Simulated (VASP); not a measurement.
Here is a VASP 6.6.1 calculation.

Contents of INCAR:

```
SYSTEM = AlN
ALGO = Normal ; EDIFF = 1E-8
ENCUT = 520 ; GGA = PE
ISIF = 2 ; ISMEAR = -1
LASPH = .TRUE. ; LCHARG = .FALSE.
LEFG = .TRUE. ; LREAL = .FALSE.
LWAVE = .FALSE. ; NBANDS = 16
NELM = 100 ; PREC = Accurate
SIGMA = 0.02
```

Contents of KPOINTS:

```
k-points
0
G
  11 11 6
  0 0 0
```

File POSCAR:

```
AlN
1.0
    3.1110021516      0.0000000000      0.0000000000
   -1.5555010758      2.6942068945      0.0000000000
    0.0000000000      0.0000000000      5.0775600000
Al N
2 2
Direct
    0.3333333333      0.6666666667      0.0000000000
    0.6666666667      0.3333333333      0.5000000000
    0.3333333333      0.6666666667      0.3850000000
    0.6666666667      0.3333333333      0.8850000000
```

Potentials or basis: VASP PAW PBE potentials, release 64 (Al, N).

Launch:

```sh
$ cat potpaw_PBE.64/Al/POTCAR potpaw_PBE.64/N/POTCAR > POTCAR
$ mpirun -np 1 vasp_std > vasp.out
```

Problem. Predict the pressure.

Solution. 0.2 GPa.

Problem. Predict the band gap on the k mesh.

Solution. 4.03 eV, direct.

Problem. Predict the largest force.

Solution. 0.363 eV/Å.

Electric field gradients, principal values (V/Å²):
```
atom   least  middle  greatest (by size)
1 Al  -6.425  -6.425              12.850
2 Al  -6.425  -6.425              12.850
 3 N  -2.186  -2.187               4.373
 4 N  -2.186  -2.187               4.373
```

Caveat: the cell differs from its parent crystal (zz strain of +2 %); without QUAD_EFG the Cq values of the log hold for a quadrupole moment of 1 mb, not for the nuclei. A k mesh can miss the band edges.
